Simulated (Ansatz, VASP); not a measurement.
**Ge in VASP and in Ansatz**

The input POSCAR:

```
Ge
1.0
    1.4064019120     -2.6177384622      0.0000000000
    1.4064019120      2.6177384622      0.0000000000
    0.0000000000      0.0000000000      2.7161006002
Ge
1
Direct
    0.5000000000      0.5000000000      0.0000000000
```

The input INCAR.step1:

```
PREC = Accurate
ENCUT = 520
ISMEAR = 1
SIGMA = 0.15
LREAL = F
LASPH = T
NELM = 60
NBANDS = 13
GGA = PE
ALGO = Normal
EDIFF = 1E-4
LWAVE = T
LCHARG = F
```

File INCAR.step2:

```
PREC = Accurate
ENCUT = 520
EDIFF = 1E-7
ISMEAR = 1
SIGMA = 0.15
LREAL = F
LASPH = T
NELM = 60
ALGO = Normal
ISIF = 2
LWAVE = F
LCHARG = T
METAGGA = R2SCAN
LMIXTAU = T
LELF = T
LVHAR = T
NBANDS = 13
ISTART = 1
```

The input KPOINTS:

```
Automatic mesh
0
Gamma
  12 12 11
```

Input for Ansatz:

```yaml
crystal:
  lattice:
    - [1.4064019120392024, -2.617738462174427, 0.0]
    - [1.4064019120392024, 2.617738462174427, 0.0]
    - [0.0, 0.0, 2.716100600239093]
  atoms:
    - { symbol: Ge, position: [0.5, 0.5, 0.0] }
basis:
  ecutwfc: 600.0
kpoints:
  mp_grid:
    grid: [12, 12, 11]
hamiltonian:
  xc: r2scan
  pseudopotentials:
    kind: paw
scf:
  occupations:
    method: cold
    width: 0.15
output:
  stress: true
```

Alike in both runs: task single point; functional r2SCAN; k mesh 12 × 12 × 11; no spin polarisation.

|  | VASP | Ansatz |
| --- | --- | --- |
| version | VASP 6.6.1 | Ansatz 0.2.0 |
| potentials or method | VASP PAW PBE potentials, release 64 (Ge_d), cutoff 520 eV | plane waves, PAW |
| occupations | methfessel-paxton of order 1, width 0.15 eV | cold, width 0.15 eV |
| valence electrons in the cell | 14 | 14 |

VASP gave:

```
pressure (GPa)                                                : -4.5
traceless stress, the component that is largest in VASP (GPa) : -2.32
```

Question: Estimate Ansatz's values.

Answer: Pressure (GPa): -4.4; traceless stress, the component that is largest in VASP (GPa): -2.31.

VASP's potentials were made for PBE, not for r2SCAN.
